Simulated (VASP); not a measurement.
# CsPbCl3 (P4/mmm) in VASP: further runs

Runs on CsPbCl3. Level: PBEsol. Tasks: single point.

Everything below comes from runs of VASP 6.6.1. Logs are shortened: lines on timing, memory, paths and dates and some standing lists are left out, and cuts for length are marked.

## (1) The cell of the first run

It takes space group P4/mmm (No. 123, tetragonal). The conventional cell has a = 5.325 Å, b = 5.325 Å, c = 5.605 Å, α = 90.00°, β = 90.00°, γ = 90.00°. Cs (site symmetry 4/mmm) has 12 Cl at 3.77 to 3.87 Å and 8 Pb at 4.69 Å within 4.9 Å. Pb (site symmetry 4/mmm) has 6 Cl at 2.66 to 2.80 Å within 3.5 Å. Cl (site symmetry mmm) has 2 Pb at 2.66 Å within 3.5 Å. Within 3.7 Å of Cl (site symmetry 4/mmm) lie 2 Pb at 2.80 Å.

## (2) Single point, PBEsol (strain -0.050 along x and y, +0.000 along z)

Input file INCAR:

```
SYSTEM = CsPbCl3
PREC     = Accurate       ! precision mode
ENCUT    = 520            ! plane-wave cutoff, eV
EDIFF    = 1E-7           ! SCF threshold, eV
ISMEAR   = 0              ! smearing method
SIGMA    = 0.05           ! smearing width, eV
LREAL    = .FALSE.        ! projectors in reciprocal space
LASPH    = .TRUE.         ! aspherical terms in the spheres
NELM     = 60             ! most SCF steps
ALGO     = Normal         ! electronic algorithm
ISIF     = 2              ! what is computed and relaxed
LWAVE    = .FALSE.        ! write WAVECAR
LCHARG   = .FALSE.        ! write CHGCAR
GGA      = PS             ! functional
NBANDS   = 30             ! bands
```

Input file KPOINTS:

```
regular mesh
0
G
  6 6 6
  0 0 0
```

Input file POSCAR:

```
CsPbCl3
1.0
    5.3247500000      0.0000000000      0.0000000000
    0.0000000000      5.3247500000      0.0000000000
    0.0000000000      0.0000000000      5.6050000000
Cs Pb Cl
1 1 3
Direct
    0.0000000000      0.0000000000      0.0000000000
    0.5000000000      0.5000000000      0.5000000000
    0.0000000000      0.5000000000      0.5000000000
    0.5000000000      0.0000000000      0.5000000000
    0.5000000000      0.5000000000      0.0000000000
```

Potentials or basis: VASP PAW PBE potentials, release 64 (Cs_sv, Pb_d, Cl).

Launch:

```sh
cat potpaw_PBE.64/Cs_sv/POTCAR potpaw_PBE.64/Pb_d/POTCAR potpaw_PBE.64/Cl/POTCAR > POTCAR
mpirun -np 1 vasp_std > vasp.out
```

OUTCAR:

```text
SYSTEM = CsPbCl3
   PREC = Accurate
   ENCUT = 520
   EDIFF = 1E-7
   ISMEAR = 0
   LREAL = .FALSE.
   LASPH = .TRUE.
   NELM = 60
   ISIF = 2
   GGA = PS

 ion  position               nearest neighbor table
   1  0.000  0.000  0.000-
   2  0.500  0.500  0.500-   3 2.66   4 2.66   4 2.66   3 2.66   5 2.80   5 2.80
   3  0.000  0.500  0.500-   2 2.66   2 2.66
   4  0.500  0.000  0.500-   2 2.66   2 2.66
   5  0.500  0.500  0.000-   2 2.80   2 2.80

  LATTYP: Found a simple tetragonal cell.
 ALAT       =     5.3247500000
 C/A-ratio  =     1.0526315789

  Lattice vectors:

 A1 = (   5.3247500000,   0.0000000000,   0.0000000000)
 A2 = (   0.0000000000,   5.3247500000,   0.0000000000)
 A3 = (   0.0000000000,   0.0000000000,   5.6050000000)

Analysis of symmetry for initial positions (statically):
=====================================================================
 Subroutine PRICEL returns:
 Original cell was already a primitive cell.

 Routine SETGRP: Setting up the symmetry group for a
 simple tetragonal supercell.

 Subroutine GETGRP returns: Found 16 space group operations
 (whereof 16 operations were pure point group operations)
 out of a pool of 16 trial point group operations.

The static configuration has the point symmetry D_4h.

Analysis of symmetry for dynamics (positions and initial velocities):
=====================================================================
 Subroutine PRICEL returns:
 Original cell was already a primitive cell.

 Routine SETGRP: Setting up the symmetry group for a
 simple tetragonal supercell.

 Subroutine GETGRP returns: Found 16 space group operations
 (whereof 16 operations were pure point group operations)
 out of a pool of 16 trial point group operations.

The dynamic configuration has the point symmetry D_4h.

 Subroutine INISYM returns: Found 16 space group operations
 (whereof 16 operations are pure point group operations),
 and found     1 'primitive' translations

----------------------------------------------------------------------------------------

                                     Primitive cell

  volume of cell :     158.9184

  direct lattice vectors                    reciprocal lattice vectors
     5.324750000  0.000000000  0.000000000     0.187802244  0.000000000  0.000000000
     0.000000000  5.324750000  0.000000000     0.000000000  0.187802244  0.000000000
     0.000000000  0.000000000  5.605000000     0.000000000  0.000000000  0.178412132

  length of vectors
     5.324750000  5.324750000  5.605000000     0.187802244  0.187802244  0.178412132
[... 85 lines left out ...]
   ENCUT  =  520.0 eV  38.22 Ry    6.18 a.u.   9.90  9.90 10.42*2*pi/ulx,y,z
   NELM   =     60;   NELMIN=  2; NELMDL= -5     # of ELM steps
   EDIFF  = 0.1E-06   stopping-criterion for ELM
   LREAL  =      F    real-space projection
   EDIFFG = 0.1E-05   stopping-criterion for IOM
   NSW    =      0    number of steps for IOM
   IBRION =     -1    ionic relax: 0-MD 1-quasi-New 2-CG
   NFREE  =      0    steps in history (QN), initial steepest desc. (CG)
   ISIF   =      2    stress and relaxation
   ISYM   =      2    0-nonsym 1-usesym 2-fastsym
   POTIM  = 0.5000    time-step for ionic-motion
   TEBEG  =    0.0;   TEEND  =   0.0 temperature during run
   PSTRESS=    0.0 pullay stress
   NELECT =      44.0000    total number of electrons
   NUPDOWN=      -1.0000    fix difference up-down
   EMIN   =  10.00;   EMAX   =-10.00  energy-range for DOS
   EFERMI =   0.00;   METHOD = LEGACY
   ISMEAR =     0;   SIGMA  =   0.05  broadening in eV -4-tet -1-fermi 0-gaus
   EFERMI_NEDOS =   21; number of points for ismear=-14 and -15
   IALGO  =     38    algorithm
   IMIX   =      4    mixing-type and parameters
     AMIX     =   0.40;   BMIX     =  1.00
     AMIX_MAG =   1.60;   BMIX_MAG =  1.00
  volume/ion in A,a.u.               =      31.78       214.49
  Fermi-wavevector in a.u.,A,eV,Ry     =   1.067008  2.016353 15.490317  1.138506
  Thomas-Fermi vector in A             =   2.202611
   LORBIT       =      0    0 simple, 1 ext, 2 COOP (PROOUT), +10 PAW based schemes
   GGA     = PS    functional components
   LHFCALC =     F    Hartree Fock is set to
   AEXX    =    0.0000 exact exchange contribution
   IVDW    =     0    specifies the selected vdW correction
   LEPSILON=     F    determine dielectric tensor
   LRPA    =     F    only Hartree local field effects (RPA)
 non-spin polarized calculation
 Gauss-broadening in eV      SIGMA  =   0.05
  energy-cutoff  :      520.00
  volume of cell :      158.92
 maximum number of plane-waves:      4304
 NGX is ok and might be reduce to    40
   NGX = 19   NGY = 19   NGZ = 21

 number of electron      44.0000000 magnetization

 Free energy of the ion-electron system (eV)
  ---------------------------------------------------
  ext. energy  EPLUGINS =         0.00000000
  ---------------------------------------------------
  free energy    TOTEN  =       -18.12719674 eV

  energy without entropy =      -18.12719674  energy(sigma->0) =      -18.12719674

 E-fermi :   3.4802     XC(G=0):  -8.4782

 val. band max:        3.1894429715   @ k =   0.5000   0.5000   0.5000
 cond. band min:       4.1341823973   @ k =   0.5000   0.5000   0.5000
 fundamental gap:      0.9447394258
 Fermi energy:         3.4801688778

 k-point     1 :       0.0000    0.0000    0.0000
  band No.  band energies     occupation
      1     -18.8346      2.00000
      2     -14.4023      2.00000
      3     -14.2655      2.00000
      4     -13.8547      2.00000
      5     -13.8547      2.00000
      6     -13.8450      2.00000
[... 781 lines left out ...]
     29       8.6087      0.00000
     30       8.9522      0.00000

 [... further k-points ...]
[... 5 lines left out ...]
  --------------------------------------------------------------------------------------
  -------------------------------------------------------------------------------------
  Total        4.9976829      4.9976829      1.1402810      0.0000000      0.0000000      0.0000000
  in kB       50.3854591     50.3854591     11.4960442      0.0000000      0.0000000      0.0000000
  external PRESSURE =      37.4223208 kB  Pullay stress =       0.0000000 kB

 VOLUME and BASIS-vectors are now :
 -----------------------------------------------------------------------------
  energy-cutoff  :      520.00
  volume of cell :      158.92
      direct lattice vectors                 reciprocal lattice vectors
     5.324750000  0.000000000  0.000000000     0.187802244  0.000000000  0.000000000
     0.000000000  5.324750000  0.000000000     0.000000000  0.187802244  0.000000000
     0.000000000  0.000000000  5.605000000     0.000000000  0.000000000  0.178412132

 POSITION                                       TOTAL-FORCE (eV/Angst)
 -----------------------------------------------------------------------------------
      0.00000      0.00000      0.00000         0.000000      0.000000      0.000000
      2.66237      2.66237      2.80250         0.000000      0.000000      0.000000
      0.00000      2.66237      2.80250         0.000000      0.000000      0.000000
      2.66237      0.00000      2.80250         0.000000      0.000000      0.000000
      2.66237      2.66237      0.00000         0.000000      0.000000      0.000000
 -----------------------------------------------------------------------------------
    total drift:                                0.000000      0.000000     -0.000000

  FREE ENERGIE OF THE ION-ELECTRON SYSTEM (eV)
  ---------------------------------------------------
  free  energy   TOTEN  =       -18.1271967355 eV

  energy  without entropy=      -18.1271967355  energy(sigma->0) =      -18.12719674
```

OSZICAR:

```text
N       E                     dE             d eps       ncg     rms          rms(c)
DAV:   1     0.412255382748E+03    0.41226E+03   -0.19562E+04  2400   0.137E+03
DAV:   2     0.334484064605E+02   -0.37881E+03   -0.35886E+03  2728   0.327E+02
DAV:   3    -0.166995720305E+02   -0.50148E+02   -0.49306E+02  3112   0.125E+02
DAV:   4    -0.186173622874E+02   -0.19178E+01   -0.19095E+01  3020   0.291E+01
DAV:   5    -0.186870720480E+02   -0.69710E-01   -0.69688E-01  3172   0.528E+00    0.693E+00
DAV:   6    -0.181450700477E+02    0.54200E+00   -0.99432E-01  3418   0.107E+01    0.427E+00
DAV:   7    -0.181218531179E+02    0.23217E-01   -0.46425E-01  3628   0.457E+00    0.164E+00
DAV:   8    -0.181274874680E+02   -0.56344E-02   -0.70172E-02  3748   0.236E+00    0.287E-01
DAV:   9    -0.181269081900E+02    0.57928E-03   -0.11158E-02  3564   0.100E+00    0.124E-01
DAV:  10    -0.181271289446E+02   -0.22075E-03   -0.11752E-03  3326   0.247E-01    0.373E-02
DAV:  11    -0.181271928228E+02   -0.63878E-04   -0.15265E-04  3390   0.857E-02    0.194E-02
DAV:  12    -0.181271965744E+02   -0.37516E-05   -0.15350E-05  3218   0.521E-02    0.582E-03
DAV:  13    -0.181271964035E+02    0.17085E-06   -0.27214E-06  3676   0.204E-02    0.345E-03
DAV:  14    -0.181271967118E+02   -0.30830E-06   -0.56432E-07  2916   0.424E-03    0.447E-04
DAV:  15    -0.181271967355E+02   -0.23637E-07   -0.16786E-08  2066   0.834E-04
   1 F= -.18127197E+02 E0= -.18127197E+02  d E =-.271046E-18
```

stdout:

```text
POSCAR found type information on POSCAR CsPbCl
 POSCAR found :  3 types and       5 ions
 scaLAPACK will be used
 -----------------------------------------------------------------------------
|                                                                             |
|                                                                             |
|     You enforced a specific xc type in the INCAR file but a different       |
|     I HOPE YOU KNOW WHAT YOU ARE DOING!                                     |
|                                                                             |
 -----------------------------------------------------------------------------

 LDA part: xc-table for (Slater+PW92), standard interpolation
 POSCAR, INCAR and KPOINTS ok, starting setup
 FFT: planning ... GRIDC
 FFT: planning ... GRID_SOFT
 FFT: planning ... GRID
 WAVECAR not read
 entering main loop
```

Wall time 2.3 min (1 thread of Intel Xeon Platinum 8259CL at 2.50GHz (Skylake/Cascade Lake), shared host); peak memory 0.34 GiB.

Results:

| Quantity | Value |
| --- | --- |
| Free energy | -18.1272 eV |
| Pressure | 3.7 GPa |
| Band gap on the k mesh | 0.94 eV, direct |

Levels at points of the mesh, in eV from the valence-band top:
| k point | band 18 | band 19 | band 20 | band 21 | band 22 | band 23 | band 24 | band 25 | band 26 | band 27 |
| --- | --- | --- | --- | --- | --- | --- | --- | --- | --- | --- |
| (0.00, 0.00, 0.00) | -3.58 | -3.58 | -3.43 | -3.41 | -3.41 | 2.54 | 3.21 | 3.37 | 4.19 | 4.19 |
| (0.50, 0.00, 0.00) | -3.75 | -3.74 | -3.60 | -3.58 | -1.98 | 2.74 | 3.99 | 4.50 | 4.51 | 4.86 |
| (0.50, 0.50, 0.00) | -3.68 | -3.68 | -3.55 | -3.05 | -0.79 | 2.02 | 2.02 | 3.94 | 4.67 | 5.26 |
| (0.00, 0.00, 0.50) | -3.61 | -3.61 | -3.58 | -3.58 | -2.45 | 2.46 | 3.86 | 4.16 | 4.83 | 4.94 |
| (0.50, 0.00, 0.50) | -3.85 | -3.75 | -3.57 | -3.11 | -1.16 | 1.74 | 2.20 | 4.60 | 4.76 | 5.04 |
| (0.50, 0.50, 0.50) | -3.54 | -3.09 | -3.09 | -3.04 | 0.00 | 0.94 | 1.38 | 1.38 | 4.28 | 4.74 |

Caveat: the cell differs from its parent crystal (strain -0.050 along x and y, +0.000 along z); the PAW data sets were made with another functional, which shifts forces and pressure a little; spin-orbit coupling is left out, which moves the levels of the heavy elements. A k mesh can miss the band edges.

## (3) Single point, PBEsol (strain +0.050 along x and y, +0.000 along z)

Input file INCAR:

```
SYSTEM = CsPbCl3
PREC = Accurate
ENCUT = 520
EDIFF = 1E-7
ISMEAR = 0
SIGMA = 0.05
LREAL = .FALSE.
LASPH = .TRUE.
NELM = 60
ALGO = Normal
ISIF = 2
LWAVE = .FALSE.
LCHARG = .FALSE.
GGA = PS
NBANDS = 30
```

Input file KPOINTS:

```
Automatic mesh
0
G
  6 6 6
  0 0 0
```

Changes to POSCAR since step 2:

```diff
@@ -2,4 +2,4 @@
 1.0
-    5.3247500000      0.0000000000      0.0000000000
-    0.0000000000      5.3247500000      0.0000000000
+    5.8852500000      0.0000000000      0.0000000000
+    0.0000000000      5.8852500000      0.0000000000
     0.0000000000      0.0000000000      5.6050000000
```

Potentials or basis: VASP PAW PBE potentials, release 64 (Cs_sv, Pb_d, Cl).

Launch:

```sh
cat potpaw_PBE.64/Cs_sv/POTCAR potpaw_PBE.64/Pb_d/POTCAR potpaw_PBE.64/Cl/POTCAR > POTCAR
mpirun -np 1 vasp_std > vasp.out
```

It took 2.9 min on 1 thread of Intel Xeon Platinum 8259CL at 2.50GHz (Skylake/Cascade Lake), shared host; peak memory 0.44 GiB.

It converged, with:

| Item | Value |
| --- | --- |
| Free energy | -18.2453 eV |
| Pressure | -1.7 GPa |
| Band gap on the k mesh | 2.05 eV, direct |

Stress tensor (GPa, compression positive):
```
-2.35  0.00  0.00
 0.00 -2.35  0.00
 0.00  0.00 -0.54
```

Levels at points of the mesh, in eV from the valence-band top:
```tsv
k point	band 19	band 20	band 21	band 22	band 23	band 24	band 25	band 26
(0.00, 0.00, 0.00)	-1.88	-1.86	-1.86	-1.85	3.66	4.79	4.90	5.57
(0.50, 0.00, 0.00)	-2.00	-1.97	-1.91	-1.43	3.00	4.95	5.12	5.56
(0.50, 0.50, 0.00)	-2.03	-2.03	-1.59	-0.82	2.64	2.64	5.45	5.74
(0.00, 0.00, 0.50)	-2.00	-1.93	-1.93	-1.19	3.19	5.02	5.02	5.09
(0.50, 0.00, 0.50)	-2.08	-2.07	-1.59	-0.57	2.50	2.83	4.69	5.75
(0.50, 0.50, 0.50)	-1.58	-1.58	-1.58	0.00	2.05	2.05	2.38	5.42
```

Caveat: the cell differs from its parent crystal (strain +0.050 along x and y, +0.000 along z); the PAW data sets were made with another functional, which shifts forces and pressure a little; spin-orbit coupling is left out, which moves the levels of the heavy elements.
